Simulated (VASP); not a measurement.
The system is LiNbO3.

```xyz
10
Lattice="2.6449 1.5270 4.6162 -2.6449 1.5270 4.6162 0.0000 -3.0541 4.6162" Properties=species:S:1:pos:R:3 pbc="T T T"
Li    0.0000    0.0000    3.4621
Li    0.0000    0.0000   10.3864
Nb    0.0000    0.0000    0.0000
Nb    0.0000    0.0000    6.9243
O    -0.5631   -1.5270    5.7702
O     1.6040    0.2759    5.7702
O    -1.0409    1.2512    5.7702
O     0.5631    1.5270    8.0783
O    -1.6040   -0.2759    8.0783
O     1.0409   -1.2512    8.0783
```

```yaml
Program: VASP 6.6.1
Task: relaxation of cell and atoms
Functional: PBEsol
Potentials_or_basis: VASP PAW PBE potentials, release 64 (Li_sv, Nb_sv, O)
Cutoff: 600 eV
k_mesh: 6 × 6 × 6
Occupations: gaussian, width 0.02 eV
Spin: no spin polarisation
```

At the start: pressure -6.9 GPa; volume 11.19 Å³/atom.

Task: Where does the relaxation end?

Result: Over 12 steps the energy falls by 16.2 meV/atom and the volume is 10.55 Å³/atom (-5.7 %); space group R-3c (No. 167, to 0.05 Å).

Step by step:
```
step  energy change (eV)  largest force (eV/Å)  pressure (GPa)  volume (Å³)
   1              0.0000                0.0702           -6.93       111.86
   2              0.0009                0.6178            8.21       104.21
   3             -0.0883                0.3299            0.09       107.95
   4             -0.1145                0.2703            0.06       107.45
   5             -0.1570                0.0528           -0.06       105.96
   6             -0.1580                0.0007           -0.09       105.65
   7             -0.1617                0.0023            0.28       105.37
   8             -0.1617                0.0027            0.35       105.32
   9             -0.1611                0.0417           -0.74       105.85
  10             -0.1620                0.0157           -0.02       105.50
  11             -0.1620                0.0080            0.01       105.52
  12             -0.1621                0.0040            0.02       105.54
```

Final structure:
```
Li Nb O
1.0
     2.58930    1.49493    4.54409
    -2.58930    1.49493    4.54409
     0.00000   -2.98986    4.54409
Li Nb O
2 2 6
Direct
  0.25000 0.25000 0.25000
  0.75000 0.75000 0.75000
  0.00000 0.00000 0.00000
  0.50000 0.50000 0.50000
  0.12963 0.37037 0.75000
  0.75000 0.12963 0.37037
  0.37037 0.75000 0.12963
  0.87037 0.62963 0.25000
  0.25000 0.87037 0.62963
  0.62963 0.25000 0.87037
```

Caveat: the cutoff is under 1.25 times the usual one of these potentials, so pressure, stress and relaxed cells hold a basis-set (Pulay) error; the PAW data sets were made with another functional, which shifts forces and pressure a little.
